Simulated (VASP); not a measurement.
# SnO2 (P4_2/mnm) in VASP: notebook

Runs on SnO2. Level: PBE. Tasks: single point, relaxation of cell and atoms.

Everything below comes from runs of VASP 6.6.1. Logs are shortened: lines on timing, memory, paths and dates and some standing lists are left out, and cuts for length are marked.

## (1) The cell of the first run

Symmetry: P4_2/mnm, No. 136, tetragonal system. Conventional cell: a = 4.827 Å, b = 4.827 Å, c = 3.239 Å, α = 90.00°, β = 90.00°, γ = 90.00°. Sn (site symmetry mmm) has 6 O at 2.09 Å within 2.8 Å. Within 2.8 Å of O (site symmetry m2m) lie 3 Sn at 2.09 Å and 1 O at 2.64 Å.

## (2) Single point, PBE

File INCAR:

```
SYSTEM = SnO2
ALGO = Normal
EDIFF = 1E-6
ENCUT = 520
GGA = PE
ISIF = 2
ISMEAR = 0
LASPH = .TRUE.
LCHARG = .FALSE.
LREAL = .FALSE.
LWAVE = .FALSE.
NBANDS = 35
NELM = 100
PREC = Accurate
SIGMA = 0.02
```

File KPOINTS:

```
k-points
0
G
  6 6 8
  0 0 0
```

File POSCAR:

```
SnO2
1.0
    4.8269675622      0.0000000000      0.0000000000
    0.0000000000      4.8269675622      0.0000000000
    0.0000000000      0.0000000000      3.2387017578
Sn O
2 4
Direct
    0.5000000000      0.5000000000      0.5000000000
    0.0000000000      0.0000000000      0.0000000000
    0.1934113626      0.8065886374      0.5000000000
    0.8065886374      0.1934113626      0.5000000000
    0.3065886374      0.3065886374      0.0000000000
    0.6934113626      0.6934113626      0.0000000000
```

Potentials or basis: VASP PAW PBE potentials, release 64 (Sn_d, O).

Started as:

```
> cat potpaw_PBE.64/Sn_d/POTCAR potpaw_PBE.64/O/POTCAR > POTCAR
> mpirun -np 1 vasp_std > vasp.out
```

OUTCAR:

```text
SYSTEM = SnO2
   EDIFF = 1E-6
   ENCUT = 520
   GGA = PE
   ISIF = 2
   ISMEAR = 0
   LASPH = .TRUE.
   LREAL = .FALSE.
   NELM = 100
   PREC = Accurate

 ion  position               nearest neighbor table
   1  0.500  0.500  0.500-   5 2.09   6 2.09   5 2.09   6 2.09   3 2.09   4 2.09
   2  0.000  0.000  0.000-   3 2.09   4 2.09   3 2.09   4 2.09   5 2.09   6 2.09
   3  0.193  0.807  0.500-   2 2.09   2 2.09   1 2.09
   4  0.807  0.193  0.500-   2 2.09   2 2.09   1 2.09
   5  0.307  0.307  0.000-   1 2.09   1 2.09   2 2.09
   6  0.693  0.693  0.000-   1 2.09   1 2.09   2 2.09

  LATTYP: Found a simple tetragonal cell.
 ALAT       =     4.8269675622
 C/A-ratio  =     0.6709599176

  Lattice vectors:

 A1 = (   4.8269675622,   0.0000000000,   0.0000000000)
 A2 = (   0.0000000000,   4.8269675622,   0.0000000000)
 A3 = (   0.0000000000,   0.0000000000,   3.2387017578)

Analysis of symmetry for initial positions (statically):
=====================================================================
 Subroutine PRICEL returns:
 Original cell was already a primitive cell.

 Routine SETGRP: Setting up the symmetry group for a
 simple tetragonal supercell.

 Subroutine GETGRP returns: Found 16 space group operations
 (whereof  8 operations were pure point group operations)
 out of a pool of 16 trial point group operations.

The static configuration has the point symmetry D_2h.
 The point group associated with its full space group is D_4h.

Analysis of symmetry for dynamics (positions and initial velocities):
=====================================================================
 Subroutine PRICEL returns:
 Original cell was already a primitive cell.

 Routine SETGRP: Setting up the symmetry group for a
 simple tetragonal supercell.

 Subroutine GETGRP returns: Found 16 space group operations
 (whereof  8 operations were pure point group operations)
 out of a pool of 16 trial point group operations.

The dynamic configuration has the point symmetry D_2h.
 The point group associated with its full space group is D_4h.

 Subroutine INISYM returns: Found 16 space group operations
 (whereof  8 operations are pure point group operations),
 and found     1 'primitive' translations

----------------------------------------------------------------------------------------

                                     Primitive cell

  volume of cell :      75.4605

  direct lattice vectors                    reciprocal lattice vectors
     4.826967562  0.000000000  0.000000000     0.207169405  0.000000000  0.000000000
     0.000000000  4.826967562  0.000000000     0.000000000  0.207169405  0.000000000
     0.000000000  0.000000000  3.238701758     0.000000000  0.000000000  0.308765695

  length of vectors
     4.826967562  4.826967562  3.238701758     0.207169405  0.207169405  0.308765695

  position of ions in fractional coordinates (direct lattice)
     0.500000000  0.500000000  0.500000000
     0.000000000  0.000000000  0.000000000
     0.193411363  0.806588637  0.500000000
     0.806588637  0.193411363  0.500000000
     0.306588637  0.306588637  0.000000000
     0.693411363  0.693411363  0.000000000

  ion indices of the primitive-cell ions
   primitive index   ion index
                 1           1
                 2           2
                 3           3
                 4           4
                 5           5
                 6           6

----------------------------------------------------------------------------------------

 KPOINTS: k-points

Automatic generation of k-mesh.
 Grid dimensions read from file:
 generate k-points for:    6    6    8

 Generating k-lattice:

  Cartesian coordinates                     Fractional coordinates (reciprocal lattice)
     0.034528234  0.000000000  0.000000000     0.166666667  0.000000000  0.000000000
     0.000000000  0.034528234  0.000000000     0.000000000  0.166666667  0.000000000
     0.000000000  0.000000000  0.038595712     0.000000000  0.000000000  0.125000000

  Length of vectors
     0.034528234  0.034528234  0.038595712

  Shift w.r.t. Gamma in fractional coordinates (k-lattice)
     0.000000000  0.000000000  0.000000000

 Subroutine IBZKPT returns following result:
 ===========================================

 Found     50 irreducible k-points:

 Following reciprocal coordinates:
            Coordinates               Weight
  0.000000  0.000000  0.000000      1.000000
  0.166667  0.000000  0.000000      4.000000
  0.333333  0.000000  0.000000      4.000000
  0.500000  0.000000  0.000000      2.000000
  0.166667  0.166667  0.000000      4.000000
  0.333333  0.166667  0.000000      8.000000
[... 16 lines left out ...]
  0.333333  0.000000  0.250000      8.000000
  0.500000  0.000000  0.250000      4.000000
 [... further k-points ...]
   k-points           NKPTS =     50   k-points in BZ     NKDIM =     50   number of bands    NBANDS=     35
   number of dos      NEDOS =    301   number of ions     NIONS =      6
[... 28 lines left out ...]
   NUPDOWN=      -1.0000    fix difference up-down
   EMIN   =  10.00;   EMAX   =-10.00  energy-range for DOS
   EFERMI =   0.00;   METHOD = LEGACY
   ISMEAR =     0;   SIGMA  =   0.02  broadening in eV -4-tet -1-fermi 0-gaus
   EFERMI_NEDOS =   21; number of points for ismear=-14 and -15
   IALGO  =     38    algorithm
   IMIX   =      4    mixing-type and parameters
     AMIX     =   0.40;   BMIX     =  1.00
     AMIX_MAG =   1.60;   BMIX_MAG =  1.00
  volume/ion in A,a.u.               =      12.58        84.87
  Fermi-wavevector in a.u.,A,eV,Ry     =   1.446004  2.732551 28.448781  2.090926
  Thomas-Fermi vector in A             =   2.564121
   LORBIT       =      0    0 simple, 1 ext, 2 COOP (PROOUT), +10 PAW based schemes
   GGA     = PE    functional components
   LHFCALC =     F    Hartree Fock is set to
   AEXX    =    0.0000 exact exchange contribution
   IVDW    =     0    specifies the selected vdW correction
   LEPSILON=     F    determine dielectric tensor
   LRPA    =     F    only Hartree local field effects (RPA)
 non-spin polarized calculation
 Gauss-broadening in eV      SIGMA  =   0.02
  energy-cutoff  :      520.00
  volume of cell :       75.46
 maximum number of plane-waves:      2060
 NGX is ok and might be reduce to    36
   NGX = 17   NGY = 17   NGZ = 13

 number of electron      52.0000002 magnetization

 Free energy of the ion-electron system (eV)
  ---------------------------------------------------
  ext. energy  EPLUGINS =         0.00000000
  ---------------------------------------------------
  free energy    TOTEN  =       -37.31099329 eV

  energy without entropy =      -37.31099329  energy(sigma->0) =      -37.31099329

 E-fermi :   5.6707     XC(G=0): -10.9762

 val. band max:        5.5315851206   @ k =   0.0000   0.0000   0.0000
 cond. band min:       6.1999627476   @ k =   0.0000   0.0000   0.0000
 fundamental gap:      0.6683776270
 Fermi energy:         5.6707288406

 k-point     1 :       0.0000    0.0000    0.0000
  band No.  band energies     occupation
      1     -15.5037      2.00000
      2     -14.8391      2.00000
      3     -14.6464      2.00000
      4     -14.6192      2.00000
      5     -14.6192      2.00000
      6     -14.5537      2.00000
[... 27 lines left out ...]
     34      17.0153      0.00000
     35      17.7925      0.00000

 k-point     2 :       0.1667    0.0000    0.0000
  band No.  band energies     occupation
      1     -15.4663      2.00000
      2     -14.8810      2.00000
      3     -14.6456      2.00000
      4     -14.6177      2.00000
      5     -14.6176      2.00000
      6     -14.5821      2.00000
[... 27 lines left out ...]
     34      17.1168      0.00000
     35      17.7890      0.00000

 k-point     3 :       0.3333    0.0000    0.0000
  band No.  band energies     occupation
      1     -15.3583      2.00000
      2     -15.0143      2.00000
      3     -14.6429      2.00000
      4     -14.6200      2.00000
      5     -14.6147      2.00000
      6     -14.6145      2.00000
[... 27 lines left out ...]
     34      17.4781      0.00000
     35      17.7703      0.00000
[... 723 lines left out ...]
 k-point    23 :       0.3333    0.0000    0.2500
  band No.  band energies     occupation
      1     -15.2631      2.00000
      2     -15.1411      2.00000
      3     -14.8601      2.00000
      4     -14.6782      2.00000
      5     -14.5535      2.00000
      6     -14.5468      2.00000
[... 27 lines left out ...]
     34      17.4116      0.00000
     35      17.7600      0.00000

 k-point    24 :       0.5000    0.0000    0.2500
  band No.  band energies     occupation
      1     -15.2203      2.00000
      2     -15.2203      2.00000
      3     -14.7556      2.00000
      4     -14.7556      2.00000
      5     -14.5492      2.00000
      6     -14.5492      2.00000
[... 27 lines left out ...]
     34      17.5191      0.00000
     35      17.8003      0.00000

 [... further k-points ...]
[... 5 lines left out ...]
  --------------------------------------------------------------------------------------
  -------------------------------------------------------------------------------------
  Total        0.2476272      0.2476272      0.3607544     -0.0000000      0.0000000      0.0000000
  in kB        5.2576200      5.2576200      7.6595369     -0.0000000      0.0000000      0.0000000
  external PRESSURE =       6.0582590 kB  Pullay stress =       0.0000000 kB

 VOLUME and BASIS-vectors are now :
 -----------------------------------------------------------------------------
  energy-cutoff  :      520.00
  volume of cell :       75.46
      direct lattice vectors                 reciprocal lattice vectors
     4.826967562  0.000000000  0.000000000     0.207169405  0.000000000  0.000000000
     0.000000000  4.826967562  0.000000000     0.000000000  0.207169405  0.000000000
     0.000000000  0.000000000  3.238701758     0.000000000  0.000000000  0.308765695

 POSITION                                       TOTAL-FORCE (eV/Angst)
 -----------------------------------------------------------------------------------
      2.41348      2.41348      1.61935        -0.000000      0.000000      0.000000
      0.00000      0.00000      0.00000        -0.000000      0.000000      0.000000
      0.93359      3.89338      1.61935         0.012408     -0.012408      0.000000
      3.89338      0.93359      1.61935        -0.012408      0.012408      0.000000
      1.47989      1.47989      0.00000        -0.012408     -0.012408     -0.000000
      3.34707      3.34707      0.00000         0.012408      0.012408      0.000000
 -----------------------------------------------------------------------------------
    total drift:                                0.000000      0.000000      0.000000

  FREE ENERGIE OF THE ION-ELECTRON SYSTEM (eV)
  ---------------------------------------------------
  free  energy   TOTEN  =       -37.3109932875 eV

  energy  without entropy=      -37.3109932875  energy(sigma->0) =      -37.31099329
```

Run time: 84 s. Hardware: 1 thread of Intel Xeon Platinum 8259CL at 2.50GHz (Skylake/Cascade Lake), shared host; peak memory 0.24 GiB.

Results:

```
Free energy            : -37.3110 eV
Pressure               : 0.6 GPa
Largest force          : 0.018 eV/Å
Band gap on the k mesh : 0.67 eV, direct
```

Forces in eV/Å, atoms in the order of the input:
```
Sn   0.000  0.000  0.000
Sn   0.000  0.000  0.000
O    0.012 -0.012  0.000
O   -0.012  0.012  0.000
O   -0.012 -0.012  0.000
O    0.012  0.012  0.000
```

Caveat: spin-orbit coupling is left out, which moves the levels of the heavy elements.

## (3) Relaxation of cell and atoms, PBE

File INCAR:

```
SYSTEM = SnO2
  PREC = Accurate
  ENCUT = 600
  EDIFF = 1E-6
  ISMEAR = 0
  SIGMA = 0.02
  LREAL = .FALSE.
  LASPH = .TRUE.
  NELM = 100
  ALGO = Normal
  ISIF = 3
  LWAVE = .FALSE.
  LCHARG = .FALSE.
  GGA = PE
  IBRION = 2
  NSW = 100
  EDIFFG = -0.01
```

File KPOINTS:

```
Automatic mesh
0
G
  6 6 8
  0 0 0
```

File POSCAR:

```
SnO2
1.0
    4.8234121318      0.0000000000      0.0000000000
    0.0000000000      4.8234121318      0.0000000000
    0.0000000000      0.0000000000      3.2406037065
Sn O
2 4
Direct
    0.5000000000      0.5000000000      0.5000000000
    0.0000000000      0.0000000000      0.0000000000
    0.1936276816      0.8063723184      0.5000000000
    0.8063723184      0.1936276816      0.5000000000
    0.3063723184      0.3063723184      0.0000000000
    0.6936276816      0.6936276816      0.0000000000
```

Potentials or basis: VASP PAW PBE potentials, release 64 (Sn_d, O).

Started as:

```
> cat potpaw_PBE.64/Sn_d/POTCAR potpaw_PBE.64/O/POTCAR > POTCAR
> mpirun -np 1 vasp_std > vasp.out
```

It took 5 min on 1 thread of Intel Xeon Platinum 8259CL at 2.50GHz (Skylake/Cascade Lake), shared host; peak memory 0.28 GiB.

Results (log left out):

```yaml
Free_energy: -37.3203 eV
Relaxed_volume: 12.60 Å³/atom
Relaxed_cell: a = 4.829 Å, b = 4.829 Å, c = 3.242 Å, α = 90.00°, β = 90.00°, γ = 90.00°
Space_group_after_relaxing_to_0.05_Å: P4_2/mnm (No. 136)
Energy_gained_by_relaxing: 0.1 meV/atom
Ionic_steps: 5
Pressure_after_relaxing: 0.0 GPa
Band_gap_on_the_k_mesh: 0.64 eV, direct
```

The path:
| step | energy change (eV) | largest force (eV/Å) | pressure (GPa) | volume (Å³) |
| --- | --- | --- | --- | --- |
| 1 | 0.0000 | 0.0128 | 0.50 | 75.39 |
| 2 | 0.0000 | 0.0193 | -0.51 | 75.82 |
| 3 | -0.0003 | 0.0159 | -0.01 | 75.61 |
| 4 | -0.0003 | 0.0161 | -0.01 | 75.61 |
| 5 | -0.0004 | 0.0006 | 0.00 | 75.62 |

Final structure:
```
Sn O
1.0
     4.82937    0.00000    0.00000
     0.00000    4.82937    0.00000
     0.00000    0.00000    3.24247
Sn O
2 4
Direct
  0.50000 0.50000 0.50000
  0.00000 0.00000 0.00000
  0.19347 0.80653 0.50000
  0.80653 0.19347 0.50000
  0.30653 0.30653 0.00000
  0.69347 0.69347 0.00000
```

Levels at points of the mesh, in eV from the valence-band top:
```csv
k point,band 23,band 24,band 25,band 26,band 27,band 28,band 29,band 30
"(0.00, 0.00, 0.00)",-1.26,-0.74,-0.74,0.00,0.64,5.66,6.04,6.04
"(0.50, 0.00, 0.00)",-1.21,-1.21,-0.60,-0.60,3.86,3.86,6.79,6.79
"(0.50, 0.50, 0.00)",-1.33,-1.33,-0.85,-0.85,4.25,4.25,7.13,7.13
"(0.00, 0.00, 0.50)",-1.52,-1.52,-1.18,-1.18,5.56,5.56,9.35,9.35
"(0.50, 0.00, 0.50)",-1.01,-1.01,-0.75,-0.75,5.82,5.82,7.59,7.59
"(0.50, 0.50, 0.50)",-0.91,-0.91,-0.78,-0.78,4.32,4.32,8.60,8.60
```

Caveat: spin-orbit coupling is left out, which moves the levels of the heavy elements.

## (4) Single point, PBE

This run uses another cell than the first one, of 12.14 Å³/atom, 0.965 times its volume.

File INCAR:

```
SYSTEM = SnO2
PREC = Accurate ; ENCUT = 520
EDIFF = 1E-6 ; ISMEAR = 0
SIGMA = 0.1 ; LREAL = .FALSE.
LASPH = .TRUE. ; NELM = 100
ALGO = Normal ; ISIF = 2
LWAVE = .FALSE. ; LCHARG = .FALSE.
GGA = PE ; NBANDS = 35
```

File KPOINTS:

```
regular mesh
0
G
  4 4 6
  0 0 0
```

File POSCAR:

```
SnO2
1.0
    4.7648181900      0.0000000000      0.0000000000
    0.0000000000      4.7648181900      0.0000000000
    0.0000000000      0.0000000000      3.2074997400
Sn O
2 4
Direct
    0.5000000000      0.5000000000      0.5000000000
    0.0000000000      0.0000000000      0.0000000000
    0.1940277100      0.8059722800      0.5000000000
    0.8059722800      0.1940277100      0.5000000000
    0.3059723100      0.3059723100      0.0000000000
    0.6940277200      0.6940277200      0.0000000000
```

Started as:

```
> cat potpaw_PBE.64/Sn_d/POTCAR potpaw_PBE.64/O/POTCAR > POTCAR
> mpirun -np 1 vasp_std > vasp.out
```

It took 42 s on 1 thread of Intel Xeon Platinum 8259CL at 2.50GHz (Skylake/Cascade Lake), shared host; peak memory 0.19 GiB.

Results (log left out):

```
Free energy            : -37.2430 eV
Pressure               : 7.4 GPa
Largest force          : 0.041 eV/Å
Band gap on the k mesh : 1.04 eV, direct
```

Forces in eV/Å, atoms in the order of the input:
```
Sn   0.000  0.000  0.000
Sn   0.000  0.000  0.000
O    0.029 -0.029  0.000
O   -0.029  0.029  0.000
O   -0.029 -0.029  0.000
O    0.029  0.029  0.000
```

Stress tensor (GPa, compression positive):
```
6.97 0.00 0.00
0.00 6.97 0.00
0.00 0.00 8.41
```

Levels at points of the mesh, in eV from the valence-band top:
```
           k point  band 23  band 24  band 25  band 26  band 27  band 28  band 29  band 30
(0.00, 0.00, 0.00)    -1.25    -0.77    -0.77     0.00     1.04     6.01     6.23     6.23
(0.50, 0.00, 0.00)    -1.20    -1.20    -0.62    -0.62     4.24     4.24     6.99     6.99
(0.50, 0.50, 0.00)    -1.33    -1.33    -0.89    -0.89     4.66     4.66     7.40     7.40
(0.00, 0.00, 0.50)    -1.62    -1.62    -1.23    -1.23     5.98     5.98     9.63     9.63
(0.50, 0.00, 0.50)    -1.07    -1.07    -0.72    -0.72     6.25     6.25     7.92     7.92
(0.50, 0.50, 0.50)    -0.94    -0.94    -0.82    -0.82     4.67     4.67     8.82     8.82
```

Caveat: spin-orbit coupling is left out, which moves the levels of the heavy elements.

## (5) Single point, PBE

File INCAR:

```
SYSTEM = SnO2
ALGO = Normal ; EDIFF = 1E-6
ENCUT = 520 ; GGA = PE
ISIF = 2 ; ISMEAR = 0
LASPH = .TRUE. ; LCHARG = .FALSE.
LREAL = .FALSE. ; LWAVE = .FALSE.
NBANDS = 35 ; NELM = 100
PREC = Accurate ; SIGMA = 0.1
```

File KPOINTS:

```
k-points
0
G
  4 4 6
  0 0 0
```

File POSCAR:

```
SnO2
1.0
    4.8234121318      0.0000000000      0.0000000000
    0.0000000000      4.8234121318      0.0000000000
    0.0000000000      0.0000000000      3.2406037065
Sn O
2 4
Direct
    0.5000000000      0.5000000000      0.5000000000
    0.0000000000      0.0000000000      0.0000000000
    0.1936276816      0.8063723184      0.5000000000
    0.8063723184      0.1936276816      0.5000000000
    0.3063723184      0.3063723184      0.0000000000
    0.6936276816      0.6936276816      0.0000000000
```

Started as:

```
> cat potpaw_PBE.64/Sn_d/POTCAR potpaw_PBE.64/O/POTCAR > POTCAR
> mpirun -np 1 vasp_std > vasp.out
```

Run time: 44 s. Hardware: 1 thread of Intel Xeon Platinum 8259CL at 2.50GHz (Skylake/Cascade Lake), shared host; peak memory 0.2 GiB.

Results (log left out):

```
Free energy            : -37.3091 eV
Pressure               : 0.7 GPa
Largest force          : 0.013 eV/Å
Band gap on the k mesh : 0.67 eV, direct
```

Forces in eV/Å, atoms in the order of the input:
```
Sn   0.000  0.000  0.000
Sn   0.000  0.000  0.000
O   -0.009  0.009  0.000
O    0.009 -0.009  0.000
O    0.009  0.009  0.000
O   -0.009 -0.009  0.000
```

Levels at points of the mesh, in eV from the valence-band top:
```tsv
k point	band 23	band 24	band 25	band 26	band 27	band 28	band 29	band 30
(0.00, 0.00, 0.00)	-1.26	-0.74	-0.74	0.00	0.67	5.69	6.05	6.05
(0.50, 0.00, 0.00)	-1.21	-1.21	-0.60	-0.60	3.89	3.89	6.80	6.80
(0.50, 0.50, 0.00)	-1.33	-1.33	-0.85	-0.85	4.28	4.28	7.15	7.15
(0.00, 0.00, 0.50)	-1.53	-1.53	-1.18	-1.18	5.59	5.59	9.37	9.37
(0.50, 0.00, 0.50)	-1.02	-1.02	-0.75	-0.75	5.85	5.85	7.62	7.62
(0.50, 0.50, 0.50)	-0.92	-0.92	-0.78	-0.78	4.34	4.34	8.62	8.62
```

Caveat: spin-orbit coupling is left out, which moves the levels of the heavy elements.

## (6) The runs side by side

| task | cell | k mesh | cutoff (eV) | smearing | gap on the mesh (eV) | pressure (GPa) | largest force (eV/Å) |
| --- | --- | --- | --- | --- | --- | --- | --- |
| single point | a = 4.827, b = 4.827, c = 3.239 Å, 6 atoms | 6 × 6 × 8 | 520 | gaussian 0.02 eV | 0.67 | 0.6 | 0.02 |
| relaxation of cell and atoms | relaxed from a = 4.823, b = 4.823, c = 3.241 Å, 6 atoms | 6 × 6 × 8 | 600 | gaussian 0.02 eV | 0.64 | 0.0 | - |
| single point | a = 4.765, b = 4.765, c = 3.207 Å, 6 atoms | 4 × 4 × 6 | 520 | gaussian 0.1 eV | 1.04 | 7.4 | 0.04 |
| single point | a = 4.823, b = 4.823, c = 3.241 Å, 6 atoms | 4 × 4 × 6 | 520 | gaussian 0.1 eV | 0.67 | 0.7 | 0.01 |

Alike in all rows: level PBE; potentials or basis VASP PAW PBE potentials, release 64 (Sn_d, O); no spin polarisation.

Caveats: spin-orbit coupling is left out, which moves the levels of the heavy elements.

Absolute energies hang on the potentials; compare differences alone.
